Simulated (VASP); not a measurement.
Runs of VASP 6.6.1 on BN. The structure is that of space group P6_3/mmc (No. 194), or close to it. The cells are those of the table. 

```tsv
task	cell	k mesh	cutoff (eV)	gap on the mesh (eV)	pressure (GPa)
single point	a = 2.663, b = 2.663, c = 8.043 Å, angles 90.0, 90.0, 120.0°, 4 atoms	12 × 12 × 4	520	4.18	-26.4
single point	a = 2.613, b = 2.613, c = 8.430 Å, angles 90.0, 90.0, 120.0°, 4 atoms	12 × 12 × 4	520	4.35	-18.4
single point	a = 2.419, b = 2.419, c = 4.341 Å, angles 90.0, 90.0, 120.0°, 4 atoms	12 × 12 × 6	520	3.47	(a)
single point	a = 2.361, b = 2.361, c = 8.631 Å, angles 90.0, 90.0, 120.0°, 4 atoms	12 × 12 × 4	520	4.09	44.2
single point	a = 2.510, b = 2.510, c = 7.264 Å, angles 90.0, 90.0, 120.0°, 4 atoms	12 × 12 × 4	520	4.40	1.0
relaxation of cell and atoms	relaxed to 25 GPa from a = 2.424, b = 2.424, c = 5.635 Å, angles 90.0, 90.0, 120.0°, 4 atoms	12 × 12 × 4	600	(b)	25.0
single point	a = 2.663, b = 2.523, c = 8.218 Å, angles 90.0, 90.0, 121.9°, 4 atoms	12 × 12 × 4	520	4.33	-10.7
```

Alike in all rows: level PBE; potentials or basis VASP PAW PBE potentials, release 64 (B, N); no spin polarisation; smearing gaussian 0.02 eV.

Q: Estimate the missing entries.

A: (a) 90.2; (b) 3.89.

Caveats: this functional lacks dispersion, which binds the layers, so the pressure and a relaxed spacing across them are unreliable (some runs); the cell is relaxed towards a set pressure, so the enthalpy falls and the energy may rise (some runs).

A k mesh can miss the band edges.
